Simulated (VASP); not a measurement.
# S (R-3m) in VASP: further runs

Runs on S. Level: r2SCAN. Tasks: single point.

Program: VASP 6.6.1. These are calculated values, not measurements. Logs are shortened: lines on timing, memory, paths and dates and some standing lists are left out, and cuts for length are marked.

## Step 1: The cell of the first run

It takes space group R-3m (No. 166, trigonal). Conventional cell: a = 3.892 Å, b = 3.892 Å, c = 10.143 Å, α = 90.00°, β = 90.00°, γ = 120.00°. Within 3.1 Å of S (site symmetry 3m) lie 3 S at 2.32 Å.

## Step 2: Single point, r2SCAN

Contents of POSCAR:

```
S
1.0
    1.9459600064      1.1235005335      3.3809368292
   -1.9459600064      1.1235005335      3.3809368292
    0.0000000000     -2.2470010670      3.3809368292
S
2
Direct
    0.1944592803      0.1944592803      0.1944592803
    0.8055407197      0.8055407197      0.8055407197
```

Contents of INCAR.step1:

```
  PREC = Accurate
  ENCUT = 520
  ISMEAR = 0
  SIGMA = 0.1
  LREAL = F
  LASPH = T
  NELM = 100
  NBANDS = 13
  GGA = PE
  ALGO = Normal
  EDIFF = 1E-4
  LWAVE = T
  LCHARG = F
```

Contents of INCAR.step2:

```
  PREC = Accurate
  ENCUT = 520
  EDIFF = 1E-6
  ISMEAR = 0
  SIGMA = 0.1
  LREAL = F
  LASPH = T
  NELM = 100
  ALGO = Normal
  ISIF = 2
  LWAVE = F
  LCHARG = F
  METAGGA = R2SCAN
  LMIXTAU = T
  NBANDS = 13
  ISTART = 1
```

Contents of KPOINTS:

```
Automatic mesh
0
Gamma
  6 6 6
```

Potentials or basis: VASP PAW PBE potentials, release 64 (S).

Started as:

```bash
$ cat potpaw_PBE.64/S/POTCAR > POTCAR
$ cp INCAR.step1 INCAR
$ mpirun -np 1 vasp_std > vasp.out
$ cp INCAR.step2 INCAR
$ mpirun -np 1 vasp_std > vasp.out
```

OUTCAR:

```text
PREC = Accurate
   ENCUT = 520
   EDIFF = 1E-6
   ISMEAR = 0
   LREAL = F
   LASPH = T
   NELM = 100
   ISIF = 2
   METAGGA = R2SCAN
   ISTART = 1

 ion  position               nearest neighbor table
   1  0.194  0.194  0.194-   2 2.32   2 2.32   2 2.32
   2  0.806  0.806  0.806-   1 2.32   1 2.32   1 2.32

  LATTYP: Found a trigonal (rhomboedric) cell.
 ALAT       =     4.0595255435
 COS(alpha) =     0.5404346681

  Lattice vectors:

 A1 = (   1.9459600064,   1.1235005335,   3.3809368292)
 A2 = (  -1.9459600064,   1.1235005335,   3.3809368292)
 A3 = (   0.0000000000,  -2.2470010670,   3.3809368292)

Analysis of symmetry for initial positions (statically):
=====================================================================
 Subroutine PRICEL returns:
 Original cell was already a primitive cell.

 Routine SETGRP: Setting up the symmetry group for a
 trigonal (rhombohedral) supercell.

 Subroutine GETGRP returns: Found 12 space group operations
 (whereof 12 operations were pure point group operations)
 out of a pool of 12 trial point group operations.

The static configuration has the point symmetry D_3d.

Analysis of symmetry for dynamics (positions and initial velocities):
=====================================================================
 Subroutine PRICEL returns:
 Original cell was already a primitive cell.

 Routine SETGRP: Setting up the symmetry group for a
 trigonal (rhombohedral) supercell.

 Subroutine GETGRP returns: Found 12 space group operations
 (whereof 12 operations were pure point group operations)
 out of a pool of 12 trial point group operations.

The dynamic configuration has the point symmetry D_3d.

 Subroutine INISYM returns: Found 12 space group operations
 (whereof 12 operations are pure point group operations),
 and found     1 'primitive' translations

----------------------------------------------------------------------------------------

                                     Primitive cell

  volume of cell :      44.3502

  direct lattice vectors                    reciprocal lattice vectors
     1.945960006  1.123500533  3.380936829     0.256942588  0.148345872  0.098592003
    -1.945960006  1.123500533  3.380936829    -0.256942588  0.148345872  0.098592003
     0.000000000 -2.247001067  3.380936829     0.000000000 -0.296691745  0.098592003

  length of vectors
     4.059525543  4.059525543  4.059525543     0.312644166  0.312644166  0.312644166

  position of ions in fractional coordinates (direct lattice)
     0.194459280  0.194459280  0.194459280
     0.805540720  0.805540720  0.805540720

  ion indices of the primitive-cell ions
   primitive index   ion index
                 1           1
                 2           2

----------------------------------------------------------------------------------------

 KPOINTS: Automatic mesh

Automatic generation of k-mesh.
 Grid dimensions read from file:
 generate k-points for:    6    6    6

 Generating k-lattice:

  Cartesian coordinates                     Fractional coordinates (reciprocal lattice)
     0.042823765  0.024724312  0.016432000     0.166666667  0.000000000  0.000000000
    -0.042823765  0.024724312  0.016432000     0.000000000  0.166666667  0.000000000
     0.000000000 -0.049448624  0.016432000     0.000000000  0.000000000  0.166666667

  Length of vectors
     0.052107361  0.052107361  0.052107361

  Shift w.r.t. Gamma in fractional coordinates (k-lattice)
     0.000000000  0.000000000  0.000000000

 Subroutine IBZKPT returns following result:
 ===========================================

 Found     32 irreducible k-points:

 Following reciprocal coordinates:
            Coordinates               Weight
  0.000000  0.000000  0.000000      1.000000
  0.166667 -0.000000  0.000000      6.000000
  0.333333  0.000000  0.000000      6.000000
  0.500000  0.000000  0.000000      3.000000
  0.166667  0.166667  0.000000      6.000000
  0.333333  0.166667  0.000000     12.000000
[... 16 lines left out ...]
  0.500000  0.500000  0.166667      6.000000
 -0.333333  0.500000  0.166667     12.000000
 [... further k-points ...]
   k-points           NKPTS =     32   k-points in BZ     NKDIM =     32   number of bands    NBANDS=     13
   number of dos      NEDOS =    301   number of ions     NIONS =      2
   total plane-waves  NPLWV =  27000
   dimension x,y,z NGX =    30 NGY =   30 NGZ =   30
   dimension x,y,z NGXF=    60 NGYF=   60 NGZF=   60
   ions per type =               2
   NGX,Y,Z   is equivalent  to a cutoff of  12.29, 12.29, 12.29 a.u.
   NGXF,Y,Z  is equivalent  to a cutoff of  24.57, 24.57, 24.57 a.u.
 SYSTEM =  unknown system
   PREC   = accura    normal or accurate (medium, high low for compatibility)
   ISTART =      1    job   : 0-new  1-cont  2-samecut
   ICHARG =      0    charge: 1-file 2-atom 10-const
   ISPIN  =      1    spin polarized calculation?
   LNONCOLLINEAR =      F non collinear calculations
   LSORBIT =      F    spin-orbit coupling
   LASPH  =      T    aspherical Exc in radial PAW
   ENCUT  =  520.0 eV  38.22 Ry    6.18 a.u.   7.55  7.55  7.55*2*pi/ulx,y,z
   NELM   =    100;   NELMIN=  2; NELMDL=  0     # of ELM steps
   EDIFF  = 0.1E-05   stopping-criterion for ELM
   LREAL  =      F    real-space projection
   EDIFFG = 0.1E-04   stopping-criterion for IOM
   NSW    =      0    number of steps for IOM
   IBRION =     -1    ionic relax: 0-MD 1-quasi-New 2-CG
   NFREE  =      0    steps in history (QN), initial steepest desc. (CG)
   ISIF   =      2    stress and relaxation
   ISYM   =      2    0-nonsym 1-usesym 2-fastsym
   POTIM  = 0.5000    time-step for ionic-motion
   TEBEG  =    0.0;   TEEND  =   0.0 temperature during run
   PSTRESS=    0.0 pullay stress
   NELECT =      12.0000    total number of electrons
   NUPDOWN=      -1.0000    fix difference up-down
   EMIN   =  10.00;   EMAX   =-10.00  energy-range for DOS
   EFERMI =   0.00;   METHOD = LEGACY
   ISMEAR =     0;   SIGMA  =   0.10  broadening in eV -4-tet -1-fermi 0-gaus
   EFERMI_NEDOS =   21; number of points for ismear=-14 and -15
   IALGO  =     38    algorithm
   IMIX   =      4    mixing-type and parameters
     AMIX     =   0.40;   BMIX     =  1.00
     AMIX_MAG =   1.60;   BMIX_MAG =  1.00
  volume/ion in A,a.u.               =      22.18       149.64
  Fermi-wavevector in a.u.,A,eV,Ry     =   1.058856  2.000947 15.254515  1.121175
  Thomas-Fermi vector in A             =   2.194180
   LORBIT       =      0    0 simple, 1 ext, 2 COOP (PROOUT), +10 PAW based schemes
   METAGGA = R2SCAN    functional components
   LHFCALC =     F    Hartree Fock is set to
   AEXX    =    0.0000 exact exchange contribution
   IVDW    =     0    specifies the selected vdW correction
   LEPSILON=     F    determine dielectric tensor
   LRPA    =     F    only Hartree local field effects (RPA)
 non-spin polarized calculation
 Gauss-broadening in eV      SIGMA  =   0.10
  energy-cutoff  :      520.00
  volume of cell :       44.35
 maximum number of plane-waves:      1219
   NGX = 15   NGY = 15   NGZ = 15

 number of electron      11.9999999 magnetization

 Free energy of the ion-electron system (eV)
  ---------------------------------------------------
  ext. energy  EPLUGINS =         0.00000000
  ---------------------------------------------------
  free energy    TOTEN  =       -14.65468191 eV

  energy without entropy =      -14.65119723  energy(sigma->0) =      -14.65293957

 E-fermi :   4.2185     XC(G=0):  -9.6692

 val. band max:        4.2043773596   @ k =   0.1667   0.1667   0.0000
 cond. band min:       4.2605190341   @ k =   0.3333   0.3333   0.3333
 fundamental gap:      0.0561416745
 Fermi energy:         4.2184738297

 k-point     1 :       0.0000    0.0000    0.0000
  band No.  band energies     occupation
      1     -13.2504      2.00000
      2      -5.0352      2.00000
      3      -1.4330      2.00000
      4      -1.4330      2.00000
      5       1.3393      2.00000
      6       3.1674      2.00000
      7       4.2639      0.52066
      8       4.2639      0.52066
      9      10.5869      0.00000
     10      12.2192      0.00000
     11      12.2192      0.00000
     12      13.6639      0.00000
     13      15.0078      0.00000

 k-point     2 :       0.1667   -0.0000    0.0000
  band No.  band energies     occupation
      1     -12.9551      2.00000
      2      -6.2422      2.00000
      3      -1.6857      2.00000
      4      -0.8139      2.00000
      5       1.6451      2.00000
      6       3.0131      2.00000
      7       4.3567      0.05065
      8       4.8746      0.00000
      9      10.1625      0.00000
     10      11.4790      0.00000
     11      12.2931      0.00000
     12      14.4269      0.00000
     13      15.1591      0.00000

 k-point     3 :       0.3333    0.0000    0.0000
  band No.  band energies     occupation
      1     -12.1258      2.00000
      2      -8.2281      2.00000
      3      -2.0992      2.00000
      4      -0.2080      2.00000
      5       1.7542      2.00000
      6       2.4575      2.00000
      7       5.6373      0.00000
      8       5.9826      0.00000
      9       9.6619      0.00000
     10      11.3521      0.00000
     11      12.3941      0.00000
     12      15.2559      0.00000
     13      17.1344      0.00000
[... 305 lines left out ...]
 k-point    23 :       0.5000    0.5000    0.1667
  band No.  band energies     occupation
      1     -11.8436      2.00000
      2      -8.1780      2.00000
      3      -2.4336      2.00000
      4      -1.8331      2.00000
      5       1.0390      2.00000
      6       2.7366      2.00000
      7       6.1171      0.00000
      8       6.2848      0.00000
      9      12.0530      0.00000
     10      14.3468      0.00000
     11      14.6054      0.00000
     12      15.1277      0.00000
     13      16.5001      0.00000

 k-point    24 :      -0.3333    0.5000    0.1667
  band No.  band energies     occupation
      1     -11.1874      2.00000
      2      -9.2360      2.00000
      3      -3.1462      2.00000
      4      -1.0663      2.00000
      5       1.2940      2.00000
      6       3.0621      2.00000
      7       5.9744      0.00000
      8       7.4888      0.00000
      9      11.1566      0.00000
     10      12.7817      0.00000
     11      13.8118      0.00000
     12      15.6455      0.00000
     13      16.8036      0.00000

 [... further k-points ...]

------------------------ aborting loop because EDIFF is reached ----------------------------------------

  FORCE on cell =-STRESS in cart. coord.  units (eV):
  Direction    XX          YY          ZZ          XY          YZ          ZX
  --------------------------------------------------------------------------------------
  -------------------------------------------------------------------------------------
  Total       -0.0941048     -0.0941048     -0.0465217      0.0000000      0.0000000      0.0000000
  in kB       -3.3995908     -3.3995908     -1.6806258      0.0000000      0.0000000      0.0000000
  external PRESSURE =      -2.8266025 kB  Pullay stress =       0.0000000 kB

 VOLUME and BASIS-vectors are now :
 -----------------------------------------------------------------------------
  energy-cutoff  :      520.00
  volume of cell :       44.35
      direct lattice vectors                 reciprocal lattice vectors
     1.945960006  1.123500533  3.380936829     0.256942588  0.148345872  0.098592003
    -1.945960006  1.123500533  3.380936829    -0.256942588  0.148345872  0.098592003
     0.000000000 -2.247001067  3.380936829     0.000000000 -0.296691745  0.098592003

 POSITION                                       TOTAL-FORCE (eV/Angst)
 -----------------------------------------------------------------------------------
      0.00000      0.00000      1.97236         0.000000     -0.000000     -0.030076
      0.00000      0.00000      8.17045         0.000000      0.000000      0.030076
 -----------------------------------------------------------------------------------
    total drift:                               -0.000000     -0.000000      0.000000

  FREE ENERGIE OF THE ION-ELECTRON SYSTEM (eV)
  ---------------------------------------------------
  free  energy   TOTEN  =       -14.6546819142 eV

  energy  without entropy=      -14.6511972330  energy(sigma->0) =      -14.65293957
```

Run time: 27 s. Hardware: 1 thread of Intel Xeon 6975P-C (Granite Rapids), shared host; peak memory 0.16 GiB.

What came out:

```yaml
Free_energy: -14.6547 eV
Pressure: -0.3 GPa
Largest_force: 0.030 eV/Å
Band_gap_on_the_k_mesh: zero (bands 6 and 7 overlap by 1.06 eV)
```

Forces in eV/Å, atoms in the order of the input:
```
S    0.000  0.000 -0.030
S    0.000  0.000  0.030
```

Levels at points of the mesh, in eV from the Fermi level:
```tsv
k point	band 4	band 5	band 6	band 7	band 8	band 9
(0.00, 0.00, 0.00)	-5.65	-2.88	-1.05	0.05	0.05	6.37
(0.50, 0.00, 0.00)	-4.17	-2.54	-2.14	2.21	2.43	5.66
(0.50, 0.50, 0.00)	-5.63	-3.34	-1.89	3.17	3.31	7.86
(0.50, 0.50, 0.50)	-5.70	-5.22	-0.62	-0.62	0.22	8.23
```

Caveat: the PAW data sets were made with another functional, which shifts forces and pressure a little.

## Step 3: Single point, r2SCAN

This run uses another cell than the first one, of 28.95 Å³/atom.

Contents of POSCAR:

```
S
1.0
    2.0811871024      1.2015739338      3.8593119614
   -2.0811871024      1.2015739338      3.8593119614
    0.0000000000     -2.4031478676      3.8593119614
S
2
Direct
    0.2275400000      0.2275400000      0.2275400000
    0.7724600000      0.7724600000      0.7724600000
```

Contents of INCAR.step1:

```
PREC     = Accurate       # precision mode
ENCUT    = 520            # plane-wave cutoff, eV
ISMEAR   = 0              # smearing method
SIGMA    = 0.1            # smearing width, eV
LREAL    = False          # projectors in reciprocal space
LASPH    = True           # aspherical terms in the spheres
NELM     = 80             # most SCF steps
NBANDS   = 13             # bands
GGA      = PE             # functional
ALGO     = Normal         # electronic algorithm
EDIFF    = 1E-4           # SCF threshold, eV
LWAVE    = True           # write WAVECAR
LCHARG   = False          # write CHGCAR
```

Contents of INCAR.step2:

```
PREC     = Accurate       # precision mode
ENCUT    = 520            # plane-wave cutoff, eV
EDIFF    = 1E-6           # SCF threshold, eV
ISMEAR   = 0              # smearing method
SIGMA    = 0.1            # smearing width, eV
LREAL    = False          # projectors in reciprocal space
LASPH    = True           # aspherical terms in the spheres
NELM     = 80             # most SCF steps
ALGO     = Normal         # electronic algorithm
ISIF     = 2              # what is computed and relaxed
LWAVE    = False          # write WAVECAR
LCHARG   = False          # write CHGCAR
METAGGA  = R2SCAN         # meta-GGA
LMIXTAU  = True         
NBANDS   = 13             # bands
ISTART   = 1
```

KPOINTS is that of step 2.

Potentials or basis: VASP PAW PBE potentials, release 64 (S).

Started as:

```bash
$ cat potpaw_PBE.64/S/POTCAR > POTCAR
$ cp INCAR.step1 INCAR
$ mpirun -np 1 vasp_std > vasp.out
$ cp INCAR.step2 INCAR
$ mpirun -np 1 vasp_std > vasp.out
```

Run time: 36 s. Hardware: 1 thread of Intel Xeon 6975P-C (Granite Rapids), shared host; peak memory 0.2 GiB.

Results (log left out):

| Property | Result |
| --- | --- |
| Free energy | -12.9487 eV |
| Pressure | -12.1 GPa |
| Largest force | 0.841 eV/Å |
| Band gap on the k mesh | zero (bands 6 and 7 overlap by 1.22 eV) |

Forces on the atoms (eV/Å):
```
S    0.000  0.000 -0.841
S    0.000  0.000  0.841
```

Stress tensor (GPa, compression positive):
```
-11.27   0.00   0.00
  0.00 -11.27   0.00
  0.00   0.00 -13.88
```

Levels at points of the mesh, in eV from the Fermi level:
```csv
k point,band 3,band 4,band 5,band 6,band 7,band 8,band 9,band 10
"(0.00, 0.00, 0.00)",-2.54,-2.54,-2.48,0.07,0.42,0.42,7.45,8.18
"(0.50, 0.00, 0.00)",-2.98,-2.82,-1.98,-1.09,-0.25,-0.04,8.75,9.17
"(0.50, 0.50, 0.00)",-4.48,-3.46,-3.37,0.79,1.23,1.83,6.22,10.19
"(0.50, 0.50, 0.50)",-2.30,-2.30,-1.94,-1.02,-0.44,-0.44,8.81,10.10
```

Caveat: the cell stands under tension; the PAW data sets were made with another functional, which shifts forces and pressure a little.
